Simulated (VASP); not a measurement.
# BiTe (Fm-3m) in VASP: notebook, part 2 of 2

VASP 6.6.1.

## 3. Single point, r2SCAN+rVV10, collinear spin, ferromagnetic start

This run uses another cell than the first one, of 33.86 Å³/atom, 0.926 times its volume.

POSCAR

```
BiTe
1.0
    0.0000000000      3.2350000000      3.2350000000
    3.2350000000      0.0000000000      3.2350000000
    3.2350000000      3.2350000000      0.0000000000
Bi Te
1 1
Direct
    0.0000000000      0.0000000000      0.0000000000
    0.5000000000      0.5000000000      0.5000000000
```

INCAR.step1

```
SYSTEM = BiTe
PREC = Accurate ; ENCUT = 520
ISMEAR = -5 ; SIGMA = 0.05
LREAL = .False. ; LASPH = .True.
NELM = 150 ; ISPIN = 2
MAGMOM = 0.5 0 ; NBANDS = 22
GGA = PE ; ALGO = Normal
EDIFF = 1E-4 ; LWAVE = .True.
LCHARG = .False.
```

INCAR.step2

```
SYSTEM = BiTe
PREC = Accurate ; ENCUT = 520
EDIFF = 1E-7 ; ISMEAR = -5
SIGMA = 0.05 ; LREAL = .False.
LASPH = .True. ; NELM = 150
ALGO = Normal ; ISIF = 2
LWAVE = .False. ; LCHARG = .False.
ISPIN = 2 ; MAGMOM = 0.5 0
LORBIT = 11 ; METAGGA = R2SCAN
LMIXTAU = .True. ; LUSE_VDW = .True.
IVDW_NL = 2 ; BPARAM = 11.95
CPARAM = 0.0093 ; NBANDS = 22
ISTART = 1
```

KPOINTS

```
Automatic mesh
0
Gamma
  7 7 7
  0 0 0
```

Potentials or basis: VASP PAW PBE potentials, release 64 (Bi_d, Te).

The run is started by

```bash
$ cat potpaw_PBE.64/Bi_d/POTCAR potpaw_PBE.64/Te/POTCAR > POTCAR
$ cp INCAR.step1 INCAR
$ mpirun -np 1 vasp_std > vasp.out
$ cp INCAR.step2 INCAR
$ mpirun -np 1 vasp_std > vasp.out
```

It took 3.4 min on 1 thread of AMD EPYC 9R45 (Zen 5), shared host; peak memory 0.43 GiB.

The run converged. Its results:

- Free energy: -83.5347 eV
- Pressure: -0.9 GPa
- Net moment: 0.00 μB per cell
- Valence electrons inside the program's atomic spheres: Bi 12.66; Te 3.35

Levels at points of the mesh, in eV from the Fermi level:
Spin up:
```tsv
k point	band 7	band 8	band 9	band 10	band 11	band 12	band 13	band 14
(0.00, 0.00, 0.00)	-8.51	-3.01	-3.01	-3.01	2.03	2.03	2.03	4.75
```
Spin down:
```csv
k point,band 7,band 8,band 9,band 10,band 11,band 12,band 13,band 14
"(0.00, 0.00, 0.00)",-8.51,-3.01,-3.01,-3.01,2.03,2.03,2.03,4.75
```

Caveat: the PAW data sets were made with another functional, which shifts forces and pressure a little; spin-orbit coupling is left out, which moves the levels of the heavy elements; tetrahedron occupations give inexact forces and stress in metals.

## 4. Single point, r2SCAN, collinear spin, ferromagnetic start (volume scaled by 1.08)

POSCAR

```
BiTe
1.0
    0.0000000000      3.3190633125      3.3190633125
    3.3190633125      0.0000000000      3.3190633125
    3.3190633125      3.3190633125      0.0000000000
Bi Te
1 1
Direct
    0.0000000000      0.0000000000      0.0000000000
    0.5000000000      0.5000000000      0.5000000000
```

INCAR.step1

```
SYSTEM = BiTe
PREC = Accurate ; ENCUT = 520
ISMEAR = -1 ; SIGMA = 0.01
LREAL = .FALSE. ; LASPH = .TRUE.
NELM = 150 ; ISPIN = 2
MAGMOM = 0.5 0 ; NBANDS = 22
GGA = PE ; ALGO = Normal
EDIFF = 1E-4 ; LWAVE = .TRUE.
LCHARG = .FALSE.
```

INCAR.step2

```
SYSTEM = BiTe
PREC = Accurate ; ENCUT = 520
EDIFF = 1E-6 ; ISMEAR = -1
SIGMA = 0.01 ; LREAL = .FALSE.
LASPH = .TRUE. ; NELM = 150
ALGO = Normal ; ISIF = 2
LWAVE = .FALSE. ; LCHARG = .TRUE.
ISPIN = 2 ; MAGMOM = 0.5 0
LORBIT = 11 ; METAGGA = R2SCAN
LMIXTAU = .TRUE. ; LELF = .TRUE.
LVHAR = .TRUE. ; NBANDS = 22
ISTART = 1
```

KPOINTS

```
regular mesh
0
G
  7 7 7
  0 0 0
```

The run is started by

```bash
$ cat potpaw_PBE.64/Bi_d/POTCAR potpaw_PBE.64/Te/POTCAR > POTCAR
$ cp INCAR.step1 INCAR
$ mpirun -np 1 vasp_std > vasp.out
$ cp INCAR.step2 INCAR
$ mpirun -np 1 vasp_std > vasp.out
```

It took 2.8 min on 1 thread of AMD EPYC 9R45 (Zen 5), shared host; peak memory 0.25 GiB.

Results (log left out):

| Quantity | Value |
| --- | --- |
| Free energy | -83.9486 eV |
| Pressure | -3.3 GPa |
| Net moment | 0.00 μB per cell |
| Valence electrons inside the program's atomic spheres | Bi 12.62; Te 3.33 |

Levels at points of the mesh, in eV from the Fermi level:
Spin up:
| k point | band 8 | band 9 | band 10 | band 11 | band 12 | band 13 |
| --- | --- | --- | --- | --- | --- | --- |
| (0.00, 0.00, 0.00) | -2.62 | -2.62 | -2.62 | 2.04 | 2.04 | 2.04 |
Spin down:
```tsv
k point	band 6	band 7	band 8	band 9	band 10	band 11	band 12	band 13	band 14	band 15
(0.00, 0.00, 0.00)	-13.65	-8.63	-2.62	-2.62	-2.62	2.04	2.04	2.04	5.10	5.10
```

Caveat: the cell differs from its parent crystal (volume scaled by 1.08); the PAW data sets were made with another functional, which shifts forces and pressure a little; spin-orbit coupling is left out, which moves the levels of the heavy elements.

## 5. Single point, PBE

This run uses another cell than the first one, of 35.89 Å³/atom, 0.981 times its volume.

INCAR

```
SYSTEM = BiTe
PREC = Accurate
ENCUT = 520
EDIFF = 1E-6
ISMEAR = -1
SIGMA = 0.05
LREAL = .False.
LASPH = .True.
NELM = 60
ALGO = Normal
ISIF = 2
LWAVE = .False.
LCHARG = .False.
GGA = PE
NBANDS = 18
```

KPOINTS

```
regular mesh
0
Gamma
  7 7 7
  0 0 0
```

POSCAR

```
BiTe
1.0
    0.0000000000      3.2984474805      3.2984474805
    3.2984474805      0.0000000000      3.2984474805
    3.2984474805      3.2984474805      0.0000000000
Bi Te
1 1
Direct
    0.0000000000      0.0000000000      0.0000000000
    0.5000000000      0.5000000000      0.5000000000
```

Potentials or basis: VASP PAW PBE potentials, release 64 (Bi_d, Te).

The run is started by

```bash
$ cat potpaw_PBE.64/Bi_d/POTCAR potpaw_PBE.64/Te/POTCAR > POTCAR
$ mpirun -np 1 vasp_std > vasp.out
```

OUTCAR:

```text
SYSTEM = BiTe
   PREC = Accurate
   ENCUT = 520
   EDIFF = 1E-6
   ISMEAR = -1
   LREAL = .False.
   LASPH = .True.
   NELM = 60
   ISIF = 2
   GGA = PE

 ion  position               nearest neighbor table
   1  0.000  0.000  0.000-   2 3.30   2 3.30   2 3.30   2 3.30   2 3.30   2 3.30
   2  0.500  0.500  0.500-   1 3.30   1 3.30   1 3.30   1 3.30   1 3.30   1 3.30

  LATTYP: Found a face centered cubic cell.
 ALAT       =     6.5968949610

  Lattice vectors:

 A1 = (   0.0000000000,   3.2984474805,   3.2984474805)
 A2 = (   3.2984474805,   0.0000000000,   3.2984474805)
 A3 = (   3.2984474805,   3.2984474805,   0.0000000000)

Analysis of symmetry for initial positions (statically):
=====================================================================
 Subroutine PRICEL returns:
 Original cell was already a primitive cell.

 Routine SETGRP: Setting up the symmetry group for a
 face centered cubic supercell.

 Subroutine GETGRP returns: Found 48 space group operations
 (whereof 48 operations were pure point group operations)
 out of a pool of 48 trial point group operations.
[... 153 lines left out ...]
  free energy    TOTEN  =        -7.14600906 eV

  energy without entropy =       -7.12603315  energy(sigma->0) =       -7.13602111

 E-fermi :   5.9874     XC(G=0):  -9.1735

 val. band max:        5.9551171592   @ k =  -0.4286   0.1429   0.0000
 cond. band min:       6.0227658861   @ k =  -0.4286   0.1429   0.0000
 fundamental gap:      0.0676487269
 Fermi energy:         5.9874179109

 k-point     1 :       0.0000    0.0000    0.0000
  band No.  band energies     occupation
      1     -17.1705      2.00000
      2     -17.1705      2.00000
      3     -17.1705      2.00000
      4     -17.1702      2.00000
      5     -17.1702      2.00000
      6      -7.1691      2.00000
[... 397 lines left out ...]
      5     -17.1631      2.00000
      6      -5.1200      2.00000
[... 10 lines left out ...]
     17      15.1179      0.00000
     18      15.8946      0.00000

------------------------ aborting loop because EDIFF is reached ----------------------------------------

  FORCE on cell =-STRESS in cart. coord.  units (eV):
  Direction    XX          YY          ZZ          XY          YZ          ZX
  --------------------------------------------------------------------------------------
  -------------------------------------------------------------------------------------
  Total       -0.7817243     -0.7817243     -0.7817243      0.0000000      0.0000000      0.0000000
  in kB      -17.4504042    -17.4504042    -17.4504042      0.0000000      0.0000000      0.0000000
  external PRESSURE =     -17.4504042 kB  Pullay stress =       0.0000000 kB

 VOLUME and BASIS-vectors are now :
 -----------------------------------------------------------------------------
  energy-cutoff  :      520.00
  volume of cell :       71.77
      direct lattice vectors                 reciprocal lattice vectors
     0.000000000  3.298447481  3.298447481    -0.151586467  0.151586467  0.151586467
     3.298447481  0.000000000  3.298447481     0.151586467 -0.151586467  0.151586467
     3.298447481  3.298447481  0.000000000     0.151586467  0.151586467 -0.151586467

 POSITION                                       TOTAL-FORCE (eV/Angst)
 -----------------------------------------------------------------------------------
      0.00000      0.00000      0.00000        -0.000000     -0.000000     -0.000000
      3.29845      3.29845      3.29845         0.000000      0.000000      0.000000
 -----------------------------------------------------------------------------------
    total drift:                               -0.000000      0.000000      0.000000

  FREE ENERGIE OF THE ION-ELECTRON SYSTEM (eV)
  ---------------------------------------------------
  free  energy   TOTEN  =        -7.1460090623 eV

  energy  without entropy=       -7.1260331549  energy(sigma->0) =       -7.13602111
```

stdout:

```text
POSCAR found type information on POSCAR BiTe
 POSCAR found :  2 types and       2 ions
 scaLAPACK will be used
 LDA part: xc-table for (Slater+PW92), standard interpolation
 POSCAR, INCAR and KPOINTS ok, starting setup
 FFT: planning ... GRIDC
 FFT: planning ... GRID_SOFT
 FFT: planning ... GRID
 WAVECAR not read
 entering main loop
```

Run time: 16 s. Hardware: 1 thread of AMD EPYC 9R45 (Zen 5), shared host; peak memory 0.18 GiB.

Results:

```
Free energy : -7.1460 eV
Pressure    : -1.7 GPa
```

Caveat: spin-orbit coupling is left out, which moves the levels of the heavy elements.

## 6. Overview

```tsv
level	spin	cell	smearing	gap on the mesh (eV)	pressure (GPa)	moment (μB)
PBEsol	off	a = 4.694 Å, angles 60.0°, 2 atoms	fermi-dirac 0.025 eV	none	-4.5	-
r2SCAN+rVV10	collinear, ferromagnetic start	a = 4.575 Å, angles 60.0°, 2 atoms	tetrahedron	none	-0.9	0.00
r2SCAN	collinear, ferromagnetic start	a = 4.694 Å, angles 60.0°, 2 atoms	fermi-dirac 0.01 eV	none	-3.3	0.00
PBE	off	a = 4.665 Å, angles 60.0°, 2 atoms	fermi-dirac 0.05 eV	none	-1.7	-
```

Alike in all rows: task single point; potentials or basis VASP PAW PBE potentials, release 64 (Bi_d, Te); k mesh 7 × 7 × 7; cutoff (eV) 520.

Caveats: spin-orbit coupling is left out, which moves the levels of the heavy elements; the PAW data sets were made with another functional, which shifts forces and pressure a little (some runs); tetrahedron occupations give inexact forces and stress in metals (some runs).

Absolute energies hang on the potentials; compare differences alone.
